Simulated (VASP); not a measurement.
BiSbPt2: vibrations by perturbation theory with PBEsol

BiSbPt2:

```
Sb Bi Pt
1.0
     4.24722    0.00000    0.00000
    -2.12361    3.67820    0.00000
     0.00000    0.00000    5.51544
Sb Bi Pt
1 1 2
Direct
  0.33333 0.66667 0.50000
  0.00000 0.00000 0.00000
  0.66667 0.33333 0.74502
  0.66667 0.33333 0.25498
```

```
Program                : VASP 6.6.1
Task                   : vibrations by perturbation theory
Functional             : PBEsol
Potentials or basis    : VASP PAW PBE potentials, release 64 (Sb, Bi_d, Pt)
Cutoff                 : 520 eV
k mesh                 : 6 × 6 × 4
Occupations            : methfessel-paxton, width 0.1 eV
Spin                   : no spin polarisation
Dipole correction      : no
Further INCAR settings : ALGO = Normal; EDIFF = 1e-08; IBRION = 8; NSW = 1
```

- Highest phonon frequency at Γ: 177 cm⁻¹

Phonon frequencies in cm⁻¹ (negative: imaginary):
| q point | frequencies |
| --- | --- |
| (0.000, 0.000, 0.000) | -13 -13 0 94 102 102 117 117 132 148 148 177 |

Run time: 7.8 min on 1 thread of Intel(R) Xeon(R) 6975P-C (Granite Rapids), on a shared host, peak memory 0.52 GiB.

Caveat: some modes are imaginary.
